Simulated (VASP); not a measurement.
Wanted: the native input for a VASP 6.6.1 run.

- Task: single point
- Functional: PBE
- Potentials or basis: VASP PAW PBE potentials, release 64 (Co)
- Cutoff: 520 eV
- k mesh: 13 × 13 × 7
- Occupations: fermi-dirac, width 0.1 eV
- Spin: collinear spin, ferromagnetic start
- Starting moments: [3.2, 3.2] μB
- Dipole correction: no
- Further INCAR settings: ALGO = Normal; EDIFF = 1e-07; NBANDS = 20

The structure of Co lies in POSCAR:

```
Co
1.0
    2.5685800767      0.0000000000      0.0000000000
   -1.2842900384      2.2244556007      0.0000000000
    0.0000000000      0.0000000000      4.1692047756
Co
2
Direct
    0.3333333333      0.6666666667      0.2500000000
    0.6666666667      0.3333333333      0.7500000000
```

The input as run:

INCAR

```
SYSTEM = Co
ALGO = Normal ; EDIFF = 1E-7
ENCUT = 520 ; GGA = PE
ISIF = 2 ; ISMEAR = -1
ISPIN = 2 ; LASPH = .TRUE.
LCHARG = .FALSE. ; LMAXMIX = 4
LORBIT = 11 ; LREAL = .FALSE.
LWAVE = .FALSE. ; MAGMOM = 3.2 3.2
NBANDS = 20 ; NELM = 150
PREC = Accurate ; SIGMA = 0.1
```

KPOINTS

```
k-points
0
G
  13 13 7
  0 0 0
```

Potentials or basis: VASP PAW PBE potentials, release 64 (Co).

Launch:

```bash
$ cat potpaw_PBE.64/Co/POTCAR > POTCAR
$ mpirun -np 1 vasp_std > vasp.out
```

Results of the run:

```json
{
  "Pressure": "-16.1 GPa",
  "Net moment": "3.31 μB per cell",
  "Site moments": "Co +1.69 μB",
  "Valence electrons inside the program's atomic spheres": "Co 8.11"
}
```

Caveat: the cell stands under tension.

It took 2 min on 1 thread of Intel Xeon 8259CL, on a shared host, peak memory 0.19 GiB.
